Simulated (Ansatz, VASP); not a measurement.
## Si2W in VASP and in Ansatz

File INCAR:

```
SYSTEM = Si2W
PREC     = Accurate       ! precision mode
ENCUT    = 520            ! plane-wave cutoff, eV
EDIFF    = 1E-8           ! SCF threshold, eV
ISMEAR   = -1             ! smearing method
SIGMA    = 0.03           ! smearing width, eV
LREAL    = .False.        ! projectors in reciprocal space
LASPH    = .True.         ! aspherical terms in the spheres
NELM     = 80             ! most SCF steps
ALGO     = Normal         ! electronic algorithm
ISIF     = 2              ! what is computed and relaxed
LWAVE    = .False.        ! write WAVECAR
LCHARG   = .False.        ! write CHGCAR
GGA      = PS             ! functional
LEFG     = .True.       
NBANDS   = 18             ! bands
```

Contents of KPOINTS:

```
regular mesh
0
Gamma
  18 18 18
  0 0 0
```

Contents of POSCAR:

```
Si2W
1.0
   -1.6271340025      1.6271340025      3.9918480510
    1.6271340025     -1.6271340025      3.9918480510
    1.6271340025      1.6271340025     -3.9918480510
Si W
2 1
Direct
    0.3330000000      0.3330000000      0.0000000000
    0.6670000000      0.6670000000      0.0000000000
    0.0000000000      0.0000000000      0.0000000000
```

Input for Ansatz:

```yaml
crystal:
  lattice:
    - [-1.6271340025, 1.6271340025, 3.991848051]
    - [1.6271340025, -1.6271340025, 3.991848051]
    - [1.6271340025, 1.6271340025, -3.991848051]
  atoms:
    - { symbol: Si, position: [0.333, 0.333, 0.0] }
    - { symbol: Si, position: [0.667, 0.667, 0.0] }
    - { symbol: W, position: [0.0, 0.0, 0.0] }
kpoints:
  mp_grid: { grid: [18, 18, 18] }
scf:
  occupations: { method: fermi_dirac, width: 0.03 }
hamiltonian:
  xc: pbesol
  pseudopotentials: { kind: all_electron, datasets: crystal }
output:
  forces: true
  stress: true
  eigenvalues: true
  efg: { contact_densities: true }
```

Change from the starting cell: volume scaled by 1.04, crystal datasets.

Alike in both runs: task electric field gradients; functional PBEsol; k mesh 18 × 18 × 18; occupations fermi-dirac, width 0.03 eV; no spin polarisation.

|  | VASP | Ansatz |
| --- | --- | --- |
| version | VASP 6.6.1 | Ansatz 0.2.0 |
| potentials or method | VASP PAW PBE potentials, release 64 (Si, W_sv), cutoff 520 eV | all-electron PAW with datasets made for the crystal, scalar-relativistic |

```tsv
	VASP	Ansatz	Ansatz less VASP
pressure (GPa)	-11.2	-11.4	-0.25
traceless stress, the component that is largest in VASP (GPa)	-2.37	-2.36	+0.011
rms of the force components (eV/Å)	0.163	0.165	+0.0022
size of Vzz on the site where it differs most (V/Å²)	117.0	136.7	+19.68
```

VASP's potentials were made for PBE, not for PBEsol. Atom by atom the forces differ by 0.002 eV/Å (rms over components). Ansatz ran all-electron here, and VASP with PAW potentials.

Spin-orbit coupling is off throughout.
